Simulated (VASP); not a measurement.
Set up this calculation in VASP 6.6.1, as the native input.

- Task: single point
- Functional: HSE06
- Potentials or basis: VASP PAW PBE potentials, release 64 (Hf_pv)
- Cutoff: 520 eV
- k mesh: 3 × 3 × 5
- Occupations: fermi-dirac, width 0.1 eV
- Spin: no spin polarisation
- Dipole correction: no
- Grid for exact exchange (PRECFOCK): Normal
- Further INCAR settings: ALGO = Normal; EDIFF = 1e-06; NBANDS = 22
- Share of exact exchange: 0.25
- Screening parameter: 0.2079 1/Å

The system is Hf.

```xyz
3
Lattice="4.9623 0.0000 0.0000 -2.4812 4.2975 0.0000 0.0000 0.0000 3.0862" Properties=species:S:1:pos:R:3 pbc="T T T"
Hf    0.0000    0.0000    0.0000
Hf    0.0000    2.8650    1.5431
Hf    2.4812    1.4325    1.5431
```

This isn't the form of Hf at room conditions, which is hcp.

The input as run:

POSCAR

```
Hf
1.0
    4.9623295440      0.0000000000      0.0000000000
   -2.4811647720      4.2975034470      0.0000000000
    0.0000000000      0.0000000000      3.0862322500
Hf
3
Direct
    0.0000000000      0.0000000000      0.0000000000
    0.3333333333      0.6666666667      0.5000000000
    0.6666666667      0.3333333333      0.5000000000
```

INCAR.step1

```
SYSTEM = Hf
ALGO     = Normal         ! electronic algorithm
EDIFF    = 1E-5           ! SCF threshold, eV
ENCUT    = 520            ! plane-wave cutoff, eV
GGA      = PE             ! functional
ISIF     = 2              ! what is computed and relaxed
ISMEAR   = -1             ! smearing method
LASPH    = .TRUE.         ! aspherical terms in the spheres
LREAL    = .FALSE.        ! projectors in reciprocal space
LWAVE    = .TRUE.         ! write WAVECAR
NBANDS   = 22             ! bands
NELM     = 60             ! most SCF steps
PREC     = Accurate       ! precision mode
SIGMA    = 0.1            ! smearing width, eV
```

INCAR.step2

```
SYSTEM = Hf
ALGO     = Normal         ! electronic algorithm
EDIFF    = 1E-6           ! SCF threshold, eV
ENCUT    = 520            ! plane-wave cutoff, eV
GGA      = PE             ! functional
HFSCREEN = 0.2079         ! screening, 1/A
ISIF     = 2              ! what is computed and relaxed
ISMEAR   = -1             ! smearing method
ISTART   = 1            
LASPH    = .TRUE.         ! aspherical terms in the spheres
LCHARG   = .TRUE.         ! write CHGCAR
LELF     = .TRUE.         ! ELF
LHFCALC  = .TRUE.         ! exact exchange
LREAL    = .FALSE.        ! projectors in reciprocal space
LVHAR    = .TRUE.       
LWAVE    = .FALSE.        ! write WAVECAR
NBANDS   = 22             ! bands
NELM     = 60             ! most SCF steps
PREC     = Accurate       ! precision mode
PRECFOCK = Normal       
SIGMA    = 0.1            ! smearing width, eV
```

KPOINTS

```
k-points
0
G
  3 3 5
  0 0 0
```

Potentials or basis: VASP PAW PBE potentials, release 64 (Hf_pv).

Launch:

```console
$ cat potpaw_PBE.64/Hf_pv/POTCAR > POTCAR
$ cp INCAR.step1 INCAR
$ mpirun -np 1 vasp_std > vasp.out
$ cp INCAR.step2 INCAR
$ mpirun -np 1 vasp_std > vasp.out
```

Results of the run:

```yaml
Pressure: -0.3 GPa
Band_gap_on_the_k_mesh: zero (bands 15 and 16 overlap by 0.85 eV)
```

Caveat: the k points lie up to 0.49 Å⁻¹ apart, too coarse for converged energies and pressures of a metal; the PAW data sets were made with another functional, which shifts forces and pressure a little; spin-orbit coupling is left out, which moves the levels of the heavy elements.

It took 21 min on 1 thread of AMD EPYC 7R43 64-Core Processor (Zen 3), on a shared host, peak memory 0.25 GiB.
